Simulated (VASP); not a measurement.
Input of a VASP 6.6.1 run:

File INCAR:

```
SYSTEM = GaN
PREC = Accurate ; ENCUT = 520
EDIFF = 1E-6 ; ISMEAR = 0
SIGMA = 0.01 ; LREAL = Auto
LASPH = .True. ; NELM = 60
ALGO = Normal ; ISIF = 2
LWAVE = .False. ; LCHARG = .False.
GGA = PE ; NBANDS = 86
```

File KPOINTS:

```
regular mesh
0
Gamma
  1 1 1
  0 0 0
```

The input POSCAR:

```
GaN
1.0
    0.0000000000      4.5484769794     -4.5484769794
    4.5484769794      4.5484769794      0.0000000000
    4.5484769794      0.0000000000     -4.5484769794
Ga N
8 8
Direct
    0.0000000000      0.0000000000      0.5000000000
    0.0000000000      0.5000000000      0.5000000000
    0.5000000000      0.0000000000      0.5000000000
    0.5000000000      0.5000000000      0.5000000000
    0.0000000000      0.0000000000      1.0000000000
    0.0000000000      0.5000000000      1.0000000000
    0.5000000000      0.0000000000      1.0000000000
    0.5000000000      0.5000000000      1.0000000000
    0.1250000000      0.1250000000      0.1250000000
    0.1250000000      0.6250000000      0.1250000000
    0.6250000000      0.1250000000      0.1250000000
    0.6250000000      0.6250000000      0.1250000000
    0.1250000000      0.1250000000      0.6250000000
    0.1250000000      0.6250000000      0.6250000000
    0.6250000000      0.1250000000      0.6250000000
    0.6250000000      0.6250000000      0.6250000000
```

Potentials or basis: VASP PAW PBE potentials, release 64 (Ga_d, N).

Run with:

```bash
$ cat potpaw_PBE.64/Ga_d/POTCAR potpaw_PBE.64/N/POTCAR > POTCAR
$ mpirun -np 1 vasp_gam > vasp.out
```

**Question.** Estimate the band gap on the k mesh.

**Answer.** 1.30 eV.

**Question.** Estimate the pressure.

**Answer.** 3.3 GPa.

Caveat: the k points lie up to 1.20 Å⁻¹ apart. As with any semilocal functional, this PBE gap is likely too small.
